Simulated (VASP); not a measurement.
Write the native input for VASP 6.6.1 that does the following.

| Quantity | Value |
| --- | --- |
| Task | single point |
| Functional | PBEsol |
| Potentials or basis | VASP PAW PBE potentials, release 64 (Ba_sv, Zr_sv, O) |
| Cutoff | 520 eV |
| k mesh | 1 × 2 × 2 |
| Occupations | gaussian, width 0.01 eV |
| Spin | no spin polarisation |
| Dipole correction | no |
| Further INCAR settings | ALGO = Normal; EDIFF = 1e-06; NBANDS = 51 |

The structure of BaZrO3 lies in POSCAR:

```
BaZrO3
1.0
    8.3826800000      0.0000000000      0.0000000000
    0.0000000000      4.1913400000      0.0000000000
    0.0000000000      0.0000000000      4.1913400000
Ba Zr O
2 2 6
Direct
    0.0018294865      0.0025600405      0.0005528065
    0.5071362619     -0.0062698326     -0.0008780008
    0.2429246971      0.4892936388      0.5017793832
    0.7472546966      0.5042797769      0.4911853966
   -0.0050634165      0.5336689460      0.5060123970
    0.2387884304     -0.0000076348      0.5183931630
    0.2512235944      0.5019199111      0.0183378108
    0.4966892450      0.5244718873      0.4958254401
    0.7626923609      0.0111704133      0.5030429409
    0.7347059652      0.4972612577      0.0012909952
```

One way to write it, as run:

INCAR

```
SYSTEM = BaZrO3
PREC = Accurate ; ENCUT = 520
EDIFF = 1E-6 ; ISMEAR = 0
SIGMA = 0.01 ; LREAL = .FALSE.
LASPH = .TRUE. ; NELM = 120
ALGO = Normal ; ISIF = 2
LWAVE = .FALSE. ; LCHARG = .TRUE.
GGA = PS ; LELF = .TRUE.
LVHAR = .TRUE. ; NBANDS = 51
GGA_COMPAT = .FALSE.
```

KPOINTS

```
Automatic mesh
0
G
  1 2 2
  0 0 0
```

Potentials or basis: VASP PAW PBE potentials, release 64 (Ba_sv, Zr_sv, O).

Command:

```bash
$ cat potpaw_PBE.64/Ba_sv/POTCAR potpaw_PBE.64/Zr_sv/POTCAR potpaw_PBE.64/O/POTCAR > POTCAR
$ mpirun -np 1 vasp_std > vasp.out
```

Results of the run:

```json
{"Pressure": "1.6 GPa", "Largest force": "0.716 eV/Å", "Band gap on the k mesh": "2.97 eV"}
```

Caveat: the k points lie up to 0.75 Å⁻¹ apart; the PAW data sets were made with another functional, which shifts forces and pressure a little; spin-orbit coupling is left out, which moves the levels of the heavy elements; an odd mesh through Γ misses points on the zone boundary, where band edges can lie.

Wall time 24 s on 1 thread of Intel(R) Xeon(R) Platinum 8559C (Emerald Rapids), with other jobs on the host, peak memory 0.24 GiB.
